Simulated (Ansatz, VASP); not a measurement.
**In3Sb2As in VASP and in Ansatz**

```
CELL_PARAMETERS angstrom
3.01363 0.00000 0.00000
0.00000 18.39457 0.00000
0.00000 0.00000 3.01104
ATOMIC_POSITIONS crystal
In 0.00000 0.15999 0.90917
In 0.00000 0.50000 0.84015
In 0.00000 0.84001 0.90917
Sb 0.00000 0.33014 0.88628
Sb 0.00000 0.66986 0.88628
As 0.00000 0.00000 0.81895
```

Alike in both runs: functional PBE; k mesh 6 × 1 × 6; occupations gaussian, width 0.1 eV; no spin polarisation.

Ansatz relaxed the structure, and its values are those at the end. VASP's run is a single point on that final structure, the one shown.

|  | VASP | Ansatz |
| --- | --- | --- |
| version | VASP 6.6.1 | Ansatz 0.2.0 |
| potentials or method | VASP PAW PBE potentials, release 64 (In_d, Sb, As), cutoff 520 eV | scalar-relativistic, plane waves, PAW |
| valence electrons in the cell | 54 | 84 |

```csv
,VASP,Ansatz,Ansatz less VASP
gap on the k mesh at the Fermi level (eV),none,none,-
pressure (GPa),0.1,0.1,0.00
rms of the force components (eV/Å),0.013,0.013,+0.0006
```

A gap of «none» marks a metal or a gap that the smearing closes. VASP's potentials hold 54 valence electrons a cell and Ansatz's 84, so a difference there can come from the potentials and not from the codes.

Neither program's run includes spin-orbit coupling.
